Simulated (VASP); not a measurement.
# TiTe2 (TiTe2 monolayer) in VASP: single point with PBE

Aim: the single point of TiTe2 (TiTe2 monolayer) with PBE.

All numbers are computed with VASP 6.6.1; they aren't measurements. Logs are shortened: lines on timing, memory, paths and dates and some standing lists are left out, and cuts for length are marked.

### Step 1. The cell of the first run

The cell holds a slab with vacuum, 3 atoms: a = 3.777 Å, b = 3.777 Å, c = 18.415 Å, α = 90.00°, β = 90.00°, γ = 120.00°.

### Step 2. Single point, PBE

File INCAR:

```
PREC = Accurate ; ENCUT = 400
EDIFF = 1E-6 ; ISMEAR = -1
SIGMA = 0.02 ; LREAL = False
LASPH = True ; NELM = 120
ALGO = Normal ; ISIF = 2
LWAVE = False ; LCHARG = True
GGA = PE ; LELF = True
LVHAR = True ; NBANDS = 19
GGA_COMPAT = False ; NELMDL = -8
```

File KPOINTS:

```
regular mesh
0
Gamma
  10 10 1
```

File POSCAR:

```
TiTe2
1.0
    3.7770000000      0.0000000000      0.0000000000
   -1.8885000000      3.2709779501      0.0000000000
    0.0000000000      0.0000000000     18.4153488000
Te Ti
2 1
Direct
    0.3388330000      0.6607440000      0.4089290000
    0.6673940000      0.3380020000      0.5942990000
   -0.0012540000     -0.0001860000      0.5008470000
```

Potentials or basis: VASP PAW PBE potentials, release 64 (Te, Ti_sv).

Command:

```
> cat potpaw_PBE.64/Te/POTCAR potpaw_PBE.64/Ti_sv/POTCAR > POTCAR
> mpirun -np 1 vasp_std > vasp.out
```

OUTCAR:

```text
PREC = Accurate
   ENCUT = 400
   EDIFF = 1E-6
   ISMEAR = -1
   LREAL = False
   LASPH = True
   NELM = 120
   ISIF = 2
   GGA = PE
   NELMDL = -8

 ion  position               nearest neighbor table
   1  0.339  0.661  0.409-   3 2.74   3 2.75   3 2.79
   2  0.667  0.338  0.594-   3 2.77   3 2.78   3 2.79
   3  0.999  1.000  0.501-   1 2.74   1 2.75   2 2.77   2 2.78   2 2.79   1 2.79

  LATTYP: Found a hexagonal cell.
 ALAT       =     3.7770000000
 C/A-ratio  =     4.8756549643

  Lattice vectors:

 A1 = (   3.7770000000,   0.0000000000,   0.0000000000)
 A2 = (  -1.8885000000,   3.2709779501,   0.0000000000)
 A3 = (   0.0000000000,   0.0000000000,  18.4153488000)

Analysis of symmetry for initial positions (statically):
=====================================================================
 Subroutine PRICEL returns:
 Original cell was already a primitive cell.

 Routine SETGRP: Setting up the symmetry group for a
 hexagonal supercell.

 Subroutine GETGRP returns: Found  1 space group operations
 (whereof  1 operations were pure point group operations)
 out of a pool of 24 trial point group operations.

The static configuration has the point symmetry C_1 .

Analysis of symmetry for dynamics (positions and initial velocities):
=====================================================================
 Subroutine PRICEL returns:
 Original cell was already a primitive cell.

 Routine SETGRP: Setting up the symmetry group for a
 hexagonal supercell.

 Subroutine GETGRP returns: Found  1 space group operations
 (whereof  1 operations were pure point group operations)
 out of a pool of 24 trial point group operations.

The dynamic configuration has the point symmetry C_1 .

 Subroutine INISYM returns: Found  1 space group operations
 (whereof  1 operations are pure point group operations),
 and found     1 'primitive' translations

----------------------------------------------------------------------------------------

                                     Primitive cell

  volume of cell :     227.5121

  direct lattice vectors                    reciprocal lattice vectors
     3.777000000  0.000000000  0.000000000     0.264760392  0.152859484  0.000000000
    -1.888500000  3.270977950  0.000000000     0.000000000  0.305718967  0.000000000
     0.000000000  0.000000000 18.415348800     0.000000000  0.000000000  0.054302528

  length of vectors
     3.777000000  3.777000000 18.415348800     0.305718967  0.305718967  0.054302528

  position of ions in fractional coordinates (direct lattice)
     0.338833000  0.660744000  0.408929000
     0.667394000  0.338002000  0.594299000
     0.998746000  0.999814000  0.500847000

  ion indices of the primitive-cell ions
   primitive index   ion index
                 1           1
                 2           2
                 3           3

----------------------------------------------------------------------------------------

 KPOINTS: regular mesh

Automatic generation of k-mesh.
 Grid dimensions read from file:
 generate k-points for:   10   10    1

 Generating k-lattice:

  Cartesian coordinates                     Fractional coordinates (reciprocal lattice)
     0.026476039  0.015285948  0.000000000     0.100000000  0.000000000  0.000000000
     0.000000000  0.030571897  0.000000000     0.000000000  0.100000000  0.000000000
     0.000000000  0.000000000  0.054302528     0.000000000  0.000000000  1.000000000

  Length of vectors
     0.030571897  0.030571897  0.054302528

  Shift w.r.t. Gamma in fractional coordinates (k-lattice)
     0.000000000  0.000000000  0.000000000

 Subroutine IBZKPT returns following result:
 ===========================================

 Found     52 irreducible k-points:

 Following reciprocal coordinates:
            Coordinates               Weight
  0.000000  0.000000  0.000000      1.000000
  0.100000 -0.000000  0.000000      2.000000
  0.000000  0.100000  0.000000      2.000000
 -0.100000  0.100000  0.000000      2.000000
  0.200000 -0.000000  0.000000      2.000000
  0.000000  0.200000  0.000000      2.000000
[... 16 lines left out ...]
 -0.200000  0.300000  0.000000      2.000000
  0.100000  0.200000  0.000000      2.000000
 [... further k-points ...]
   k-points           NKPTS =     52   k-points in BZ     NKDIM =     52   number of bands    NBANDS=     19
   number of dos      NEDOS =    301   number of ions     NIONS =      3
   total plane-waves  NPLWV =  94080
   dimension x,y,z NGX =    28 NGY =   28 NGZ =  120
   dimension x,y,z NGXF=    56 NGYF=   56 NGZF=  240
   ions per type =               2   1
   NGX,Y,Z   is equivalent  to a cutoff of  12.32, 12.32, 10.83 a.u.
   NGXF,Y,Z  is equivalent  to a cutoff of  24.65, 24.65, 21.67 a.u.
 SYSTEM =  unknown system
   PREC   = accura    normal or accurate (medium, high low for compatibility)
   ISTART =      0    job   : 0-new  1-cont  2-samecut
   ICHARG =      2    charge: 1-file 2-atom 10-const
   ISPIN  =      1    spin polarized calculation?
   LNONCOLLINEAR =      F non collinear calculations
   LSORBIT =      F    spin-orbit coupling
   LASPH  =      T    aspherical Exc in radial PAW
   ENCUT  =  400.0 eV  29.40 Ry    5.42 a.u.   6.16  6.16 30.03*2*pi/ulx,y,z
   NELM   =    120;   NELMIN=  2; NELMDL= -8     # of ELM steps
   EDIFF  = 0.1E-05   stopping-criterion for ELM
   LREAL  =      F    real-space projection
   EDIFFG = 0.1E-04   stopping-criterion for IOM
   NSW    =      0    number of steps for IOM
   IBRION =     -1    ionic relax: 0-MD 1-quasi-New 2-CG
   NFREE  =      0    steps in history (QN), initial steepest desc. (CG)
   ISIF   =      2    stress and relaxation
   ISYM   =      2    0-nonsym 1-usesym 2-fastsym
   POTIM  = 0.5000    time-step for ionic-motion
   TEBEG  =    0.0;   TEEND  =   0.0 temperature during run
   PSTRESS=    0.0 pullay stress
   NELECT =      24.0000    total number of electrons
   NUPDOWN=      -1.0000    fix difference up-down
   EMIN   =  10.00;   EMAX   =-10.00  energy-range for DOS
   EFERMI =   0.00;   METHOD = LEGACY
   ISMEAR =    -1;   SIGMA  =   0.02  broadening in eV -4-tet -1-fermi 0-gaus
   EFERMI_NEDOS =   21; number of points for ismear=-14 and -15
   IALGO  =     38    algorithm
   IMIX   =      4    mixing-type and parameters
     AMIX     =   0.40;   BMIX     =  1.00
     AMIX_MAG =   1.60;   BMIX_MAG =  1.00
  volume/ion in A,a.u.               =      75.84       511.78
  Fermi-wavevector in a.u.,A,eV,Ry     =   0.773530  1.461759  8.141024  0.598348
  Thomas-Fermi vector in A             =   1.875394
   LORBIT       =      0    0 simple, 1 ext, 2 COOP (PROOUT), +10 PAW based schemes
   GGA     = PE    functional components
   LHFCALC =     F    Hartree Fock is set to
   AEXX    =    0.0000 exact exchange contribution
   IVDW    =     0    specifies the selected vdW correction
   LEPSILON=     F    determine dielectric tensor
   LRPA    =     F    only Hartree local field effects (RPA)
 non-spin polarized calculation
  energy-cutoff  :      400.00
  volume of cell :      227.51
 maximum number of plane-waves:      4156
 NGX is ok and might be reduce to    28
   NGX = 13   NGY = 13   NGZ = 61

 number of electron      23.9999995 magnetization

 Free energy of the ion-electron system (eV)
  ---------------------------------------------------
  ext. energy  EPLUGINS =         0.00000000
  ---------------------------------------------------
  free energy    TOTEN  =       -16.17394300 eV

  energy without entropy =      -16.17237262  energy(sigma->0) =      -16.17315781

 E-fermi :  -0.7955     XC(G=0):  -4.1118

 val. band max:       -0.8141586967   @ k =  -0.4000   0.4000   0.0000
 cond. band min:      -0.7137588869   @ k =  -0.1000   0.1000   0.0000
 fundamental gap:      0.1003998097
 Fermi energy:        -0.7955166423

 k-point     1 :       0.0000    0.0000    0.0000
  band No.  band energies     occupation
      1     -58.3008      2.00000
      2     -34.5589      2.00000
      3     -34.5585      2.00000
      4     -34.5218      2.00000
      5     -12.7796      2.00000
      6     -11.8927      2.00000
[... 11 lines left out ...]
     18       3.3816      0.00000
     19       3.8469      0.00000

 k-point     2 :       0.1000   -0.0000    0.0000
  band No.  band energies     occupation
      1     -58.3005      2.00000
      2     -34.5626      2.00000
      3     -34.5596      2.00000
      4     -34.5209      2.00000
      5     -12.6717      2.00000
      6     -11.8254      2.00000
[... 11 lines left out ...]
     18       3.5725      0.00000
     19       3.9858      0.00000

 k-point     3 :       0.0000    0.1000    0.0000
  band No.  band energies     occupation
      1     -58.3005      2.00000
      2     -34.5626      2.00000
      3     -34.5597      2.00000
      4     -34.5209      2.00000
      5     -12.6716      2.00000
      6     -11.8256      2.00000
[... 11 lines left out ...]
     18       3.5729      0.00000
     19       3.9863      0.00000

 k-point     4 :      -0.1000    0.1000    0.0000
  band No.  band energies     occupation
      1     -58.3005      2.00000
      2     -34.5628      2.00000
      3     -34.5595      2.00000
      4     -34.5209      2.00000
      5     -12.6721      2.00000
      6     -11.8248      2.00000
[... 11 lines left out ...]
     18       3.5712      0.00000
     19       3.9841      0.00000

 k-point     5 :       0.2000   -0.0000    0.0000
  band No.  band energies     occupation
      1     -58.2997      2.00000
      2     -34.5730      2.00000
      3     -34.5620      2.00000
      4     -34.5185      2.00000
      5     -12.3644      2.00000
      6     -11.6391      2.00000
[... 11 lines left out ...]
     18       3.9952      0.00000
     19       4.3579      0.00000
[... 334 lines left out ...]
      2     -34.5803      2.00000
      3     -34.5650      2.00000
      4     -34.5165      2.00000
      5     -12.0838      2.00000
      6     -11.4761      2.00000
[... 11 lines left out ...]
     18       4.3682      0.00000
     19       4.6543      0.00000

 k-point    22 :      -0.3000    0.2000    0.0000
  band No.  band energies     occupation
      1     -58.2991      2.00000
      2     -34.5802      2.00000
      3     -34.5648      2.00000
      4     -34.5166      2.00000
      5     -12.0858      2.00000
      6     -11.4733      2.00000
[... 11 lines left out ...]
     18       4.3719      0.00000
     19       4.6388      0.00000

 k-point    23 :      -0.2000    0.3000    0.0000
  band No.  band energies     occupation
      1     -58.2991      2.00000
      2     -34.5803      2.00000
      3     -34.5648      2.00000
      4     -34.5166      2.00000
      5     -12.0854      2.00000
      6     -11.4739      2.00000
[... 11 lines left out ...]
     18       4.3723      0.00000
     19       4.6404      0.00000

 k-point    24 :       0.1000    0.2000    0.0000
  band No.  band energies     occupation
      1     -58.2991      2.00000
      2     -34.5804      2.00000
      3     -34.5650      2.00000
      4     -34.5165      2.00000
      5     -12.0823      2.00000
      6     -11.4783      2.00000
[... 11 lines left out ...]
     18       4.3688      0.00000
     19       4.6599      0.00000

 [... further k-points ...]
[... 5 lines left out ...]
  --------------------------------------------------------------------------------------
  -------------------------------------------------------------------------------------
  Total       -0.0947321      0.0679588      0.8007924      0.0953656     -0.2552243      0.2821060
  in kB       -0.6671192      0.4785770      5.6393100      0.6715802     -1.7973312      1.9866359
  external PRESSURE =       1.8169226 kB  Pullay stress =       0.0000000 kB

 VOLUME and BASIS-vectors are now :
 -----------------------------------------------------------------------------
  energy-cutoff  :      400.00
  volume of cell :      227.51
      direct lattice vectors                 reciprocal lattice vectors
     3.777000000  0.000000000  0.000000000     0.264760392  0.152859484  0.000000000
    -1.888500000  3.270977950  0.000000000     0.000000000  0.305718967  0.000000000
     0.000000000  0.000000000 18.415348800     0.000000000  0.000000000  0.054302528

 POSITION                                       TOTAL-FORCE (eV/Angst)
 -----------------------------------------------------------------------------------
      0.03196      2.16128      7.53057        -0.119395      0.078923     -0.333037
      1.88243      1.10560     10.94422         0.046571     -0.070745      0.183778
      1.88411      3.27037      9.22327         0.072824     -0.008179      0.149259
 -----------------------------------------------------------------------------------
    total drift:                               -0.000190     -0.000027     -0.000388

  FREE ENERGIE OF THE ION-ELECTRON SYSTEM (eV)
  ---------------------------------------------------
  free  energy   TOTEN  =       -16.1739429981 eV

  energy  without entropy=      -16.1723726242  energy(sigma->0) =      -16.17315781
```

Wall time 3.4 min (1 thread of Intel Xeon Platinum 8488C (Sapphire Rapids), shared host); peak memory 0.38 GiB.

What came out:

- Free energy: -16.1739 eV
- Largest force: 0.362 eV/Å
- Band gap on the k mesh: zero (band 12 reaches -0.39 eV, above the bottom of band 13 at -0.88 eV)

Forces in eV/Å, atoms in the order of the input:
```
Te  -0.119  0.079 -0.333
Te   0.047 -0.071  0.184
Ti   0.073 -0.008  0.149
```

Levels at points of the mesh, in eV from the Fermi level:
```
           k point  band 9  band 10  band 11  band 12  band 13  band 14  band 15  band 16
(0.00, 0.00, 0.00)   -1.57    -1.29     0.38     0.40     0.57     1.06     1.10     3.36
(0.50, 0.00, 0.00)   -2.24    -1.79    -1.73    -0.72    -0.08     1.14     1.46     3.03
(0.00, 0.50, 0.00)   -2.23    -1.78    -1.74    -0.72    -0.08     1.14     1.46     3.05
(0.50, 0.50, 0.00)   -2.27    -1.83    -1.67    -0.72    -0.06     1.15     1.47     2.98
```

Caveat: spin-orbit coupling is left out, which moves the levels of the heavy elements.
